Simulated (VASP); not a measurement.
Write the native input for VASP 6.6.1 that does the following.

```yaml
Task: single point
Functional: PBEsol
Potentials_or_basis: VASP PAW PBE potentials, release 64 (Ge_d)
Cutoff: 520 eV
k_mesh: 11 × 11 × 11
Occupations: fermi-dirac, width 0.05 eV
Spin: no spin polarisation
Dipole_correction: no
Further_INCAR_settings: ALGO = Normal; EDIFF = 1e-06; NBANDS = 21
```

The structure of Ge lies in POSCAR:

```
Ge
1.0
   -2.5041900808      2.6596699185      1.4417209454
    2.5041900808     -2.6596699185      1.4417209454
    2.5041900808      2.6596699185     -1.4417209454
Ge
2
Direct
    0.1859430000      0.9359430000      0.2500000000
    0.8140570000      0.0640570000      0.7500000000
```

The input as run:

INCAR

```
PREC     = Accurate       # precision mode
ENCUT    = 520            # plane-wave cutoff, eV
EDIFF    = 1E-6           # SCF threshold, eV
ISMEAR   = -1             # smearing method
SIGMA    = 0.05           # smearing width, eV
LREAL    = False          # projectors in reciprocal space
LASPH    = True           # aspherical terms in the spheres
NELM     = 100            # most SCF steps
ALGO     = Normal         # electronic algorithm
ISIF     = 2              # what is computed and relaxed
LWAVE    = False          # write WAVECAR
LCHARG   = False          # write CHGCAR
GGA      = PS             # functional
NBANDS   = 21             # bands
```

KPOINTS

```
Automatic mesh
0
Gamma
  11 11 11
```

Potentials or basis: VASP PAW PBE potentials, release 64 (Ge_d).

Run with:

```console
$ cat potpaw_PBE.64/Ge_d/POTCAR > POTCAR
$ mpirun -np 1 vasp_std > vasp.out
```

It gave:

```yaml
Pressure: -3.2 GPa
Largest_force: 0.060 eV/Å
Band_gap_on_the_k_mesh: zero (band 14 reaches 8.33 eV, above the bottom of band 15 at 3.19 eV)
```

Caveat: the PAW data sets were made with another functional, which shifts forces and pressure a little.

Wall time 63 s on 1 thread of Intel(R) Xeon(R) 6975P-C (Granite Rapids), with other jobs on the host, peak memory 0.26 GiB.
